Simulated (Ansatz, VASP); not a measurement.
## One calculation of CdAg4, two programs

File INCAR:

```
  PREC = Accurate
  ENCUT = 520
  EDIFF = 1E-6
  ISMEAR = -1
  SIGMA = 0.08
  LREAL = F
  LASPH = T
  NELM = 60
  ALGO = Normal
  ISIF = 2
  LWAVE = F
  LCHARG = F
  LDIPOL = T
  IDIPOL = 3
  DIPOL = 0.5 0.5 0.500
  GGA = PE
  NBANDS = 36
```

Contents of KPOINTS:

```
regular mesh
0
Gamma
  14 10 1
```

The input POSCAR:

```
CdAg4
1.0
    2.9333909044      0.0000000000      0.0000000000
    0.0000000000      4.1484412008      0.0000000000
    0.0000000000      0.0000000000     21.8668000000
Cd Ag
1 4
Direct
    0.0000000000      0.0000000000      0.3693695523
    0.5000000000      0.5000000000      0.4309424661
    0.0000000000      0.0000000000      0.5000000001
    0.5000000000      0.5000000000      0.5690575337
    0.0000000000      0.0000000000      0.6306304477
```

Input for Ansatz:

```yaml
crystal:
  lattice:
    - [2.9333909044, 0.0, 0.0]
    - [0.0, 4.1484412008, 0.0]
    - [0.0, 0.0, 21.8668]
  atoms:
    - { symbol: Cd, position: [0.0, 0.0, 0.3693695523] }
    - { symbol: Ag, position: [0.5, 0.5, 0.4309424661] }
    - { symbol: Ag, position: [0.0, 0.0, 0.5000000001] }
    - { symbol: Ag, position: [0.5, 0.5, 0.5690575337] }
    - { symbol: Ag, position: [0.0, 0.0, 0.6306304477] }
kpoints:
  mp_grid: { grid: [14, 10, 1] }
scf:
  occupations: { method: fermi_dirac, width: 0.08 }
hamiltonian:
  xc: pbe
  pseudopotentials: { kind: all_electron, lapw: { basis_error: 0.001 } }
output:
  forces: true
  stress: true
  eigenvalues: true
efield:
  axis: 3
  amplitude: 0
  dipole_correction: true
```

Alike in both runs: task single point; functional PBE; k mesh 14 × 10 × 1; occupations fermi-dirac, width 0.08 eV; no spin polarisation.

|  | VASP | Ansatz |
| --- | --- | --- |
| version | VASP 6.6.1 | Ansatz 0.2.0 |
| potentials or method | VASP PAW PBE potentials, release 64 (Cd, Ag), cutoff 520 eV | all-electron LAPW, scalar-relativistic |

```tsv
	VASP	Ansatz	Ansatz less VASP
rms of the force components (eV/Å)	0.133	0.121	-0.0117
```

Atom by atom the forces differ by 0.012 eV/Å (rms over components). Ansatz ran all-electron here, and VASP with PAW potentials.
